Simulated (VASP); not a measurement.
Here is a VASP 6.6.1 calculation.

Contents of INCAR:

```
PREC     = Accurate       # precision mode
ENCUT    = 520            # plane-wave cutoff, eV
EDIFF    = 1E-7           # SCF threshold, eV
ISMEAR   = 0              # smearing method
SIGMA    = 0.1            # smearing width, eV
LREAL    = F              # projectors in reciprocal space
LASPH    = T              # aspherical terms in the spheres
NELM     = 60             # most SCF steps
ALGO     = Fast           # electronic algorithm
ISIF     = 2              # what is computed and relaxed
LWAVE    = F              # write WAVECAR
LCHARG   = T              # write CHGCAR
GGA      = PS             # functional
LELF     = T              # ELF
LVHAR    = T            
NBANDS   = 49             # bands
```

KPOINTS

```
Automatic mesh
0
Gamma
  6 6 10
```

Contents of POSCAR:

```
Hf3Si2
1.0
    7.0873148287      0.0000000000      0.0000000000
    0.0000000000      7.0873148287      0.0000000000
    0.0000000000      0.0000000000      3.7047788010
Hf Si
6 4
Direct
    0.6730248094      0.8269751906      0.5000000000
    0.8269751906      0.3269751906      0.5000000000
    0.3269751906      0.1730248094      0.5000000000
    0.1730248094      0.6730248094      0.5000000000
    0.5000000000      0.5000000000      0.0000000000
    0.0000000000      0.0000000000      0.0000000000
    0.6244238203      0.1244238203      0.0000000000
    0.8755761797      0.6244238203      0.0000000000
    0.1244238203      0.3755761797      0.0000000000
    0.3755761797      0.8755761797      0.0000000000
```

Potentials or basis: VASP PAW PBE potentials, release 64 (Hf_pv, Si).

Run with:

```bash
$ cat potpaw_PBE.64/Hf_pv/POTCAR potpaw_PBE.64/Si/POTCAR > POTCAR
$ mpirun -np 1 vasp_std > vasp.out
```

(1) What does it give for the band gap on the k mesh?

(2) What does it give for the pressure?

## Answers

(1) zero (bands 38 and 39 overlap by 1.22 eV).

(2) -7.9 GPa.

Caveat: the cell stands under tension; the PAW data sets were made with another functional, which shifts forces and pressure a little; spin-orbit coupling is left out, which moves the levels of the heavy elements.
